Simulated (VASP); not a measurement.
A run of VASP 6.6.1 is set up as follows.

Contents of INCAR:

```
PREC = Accurate
ENCUT = 400
EDIFF = 1E-8
ISMEAR = -1
SIGMA = 0.08
LREAL = F
LASPH = T
NELM = 120
ALGO = Normal
ISIF = 2
LWAVE = F
LCHARG = F
GGA = PE
LEFG = T
NBANDS = 19
GGA_COMPAT = F
```

Contents of KPOINTS:

```
regular mesh
0
Gamma
  18 18 10
```

The input POSCAR:

```
Zn
1.0
    2.6357256500      0.0000000000      0.0000000000
   -1.3178628250      2.2826053704      0.0000000000
    0.0000000000      0.0000000000      5.0950740607
Zn
2
Direct
    0.3544915365      0.6821555464      0.2500000000
    0.6666666667      0.3333333333      0.7500000000
```

Potentials or basis: VASP PAW PBE potentials, release 64 (Zn).

Launch:

```sh
$ cat potpaw_PBE.64/Zn/POTCAR > POTCAR
$ mpirun -np 1 vasp_std > vasp.out
```

(1) What does it give for the largest force?

(2) What does it give for the pressure?

Results:

(1) 0.023 eV/Å.

(2) -0.3 GPa.

Caveat: the cell differs from its parent crystal (atom 1 (Zn) moved by [0.035355, 0.035355, 0.0] A); without QUAD_EFG the Cq values of the log hold for a quadrupole moment of 1 mb, not for the nuclei.
